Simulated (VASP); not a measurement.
Runs of VASP 6.6.1 on Ni. The structure is that of space group P6_3/mmc (No. 194), or close to it. The cells are those of the table. This isn't the form of Ni at room conditions, which is fcc.

```csv
cell,k mesh,gap on the mesh (eV),pressure (GPa),moment (μB)
"a = 2.528, b = 2.528, c = 8.284 Å, angles 90.0, 90.0, 120.0°, 4 atoms",19 × 19 × 5,none,0.2,2.49
"a = 2.528, b = 2.528, c = 8.284 Å, angles 90.0, 90.0, 120.0°, 4 atoms",14 × 14 × 4,none,0.1,2.40
"a = 2.423, b = 2.423, c = 7.938 Å, angles 90.0, 90.0, 120.0°, 4 atoms",16 × 16 × 5,none,29.2,2.29
"a = 2.528, b = 2.528, c = 8.284 Å, angles 90.0, 90.0, 120.0°, 4 atoms",16 × 16 × 5,none,(c),(a)
"a = 2.561, b = 2.561, c = 8.393 Å, angles 90.0, 90.0, 120.0°, 4 atoms",16 × 16 × 5,none,(b),2.43
```

Alike in all rows: task single point; level BLYP; potentials or basis VASP PAW PBE potentials, release 64 (Ni); spin collinear, ferromagnetic start; cutoff (eV) 520; smearing fermi-dirac 0.05 eV.

Task: Estimate the missing entries.

Result: (a) 2.39; (b) -5.9; (c) 0.0.

Caveats: the PAW data sets were made with another functional, which shifts forces and pressure a little; the cell stands under pressure (at least some runs); the cell stands under tension (at least some runs).

A gap of «none» marks levels without a gap at the run's occupations.
